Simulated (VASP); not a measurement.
Crystal: LiCaF3.

```xyz
5
Lattice="3.7612 0.0000 0.0000 0.0000 3.7612 0.0000 0.0000 0.0000 3.7612" Properties=species:S:1:pos:R:3 pbc="T T T"
Li    1.8806    1.8806    1.8806
Ca    0.0000    0.0000    0.0000
F     0.0000    1.8806    1.8806
F     1.8806    1.8806    0.0000
F     1.8806    0.0000    1.8806
```

| Quantity | Value |
| --- | --- |
| Program | VASP 6.6.1 |
| Task | relaxation of cell and atoms |
| Functional | PBEsol |
| Potentials or basis | VASP PAW PBE potentials, release 64 (Li_sv, Ca_sv, F) |
| Cutoff | 600 eV |
| k mesh | 4 × 4 × 4 |
| Occupations | gaussian, width 0.01 eV |
| Spin | no spin polarisation |

At the start: pressure -4.2 GPa; volume 10.64 Å³/atom.

Question: How do energy, volume and symmetry change on relaxing?

Answer: Over 3 steps the energy falls by 7.9 meV/atom and the volume is 10.08 Å³/atom (-5.3 %); space group Pm-3m (No. 221, to 0.1 Å) before and after.

The path:
| step | energy change (eV) | largest force (eV/Å) | pressure (GPa) | volume (Å³) |
| --- | --- | --- | --- | --- |
| 1 | 0.0000 | 0.0000 | -4.23 | 53.21 |
| 2 | -0.0369 | 0.0000 | -1.17 | 51.08 |
| 3 | -0.0394 | 0.0000 | -0.05 | 50.41 |

Final structure:
```xyz
5
Lattice="3.6941 0.0000 0.0000 0.0000 3.6941 0.0000 0.0000 0.0000 3.6941" Properties=species:S:1:pos:R:3 pbc="T T T"
Li    1.8470    1.8470    1.8470
Ca    0.0000    0.0000    0.0000
F     0.0000    1.8470    1.8470
F     1.8470    1.8470    0.0000
F     1.8470    0.0000    1.8470
```

Caveat: the cutoff is under 1.25 times the usual one of these potentials, so pressure, stress and relaxed cells hold a basis-set (Pulay) error; the PAW data sets were made with another functional, which shifts forces and pressure a little.
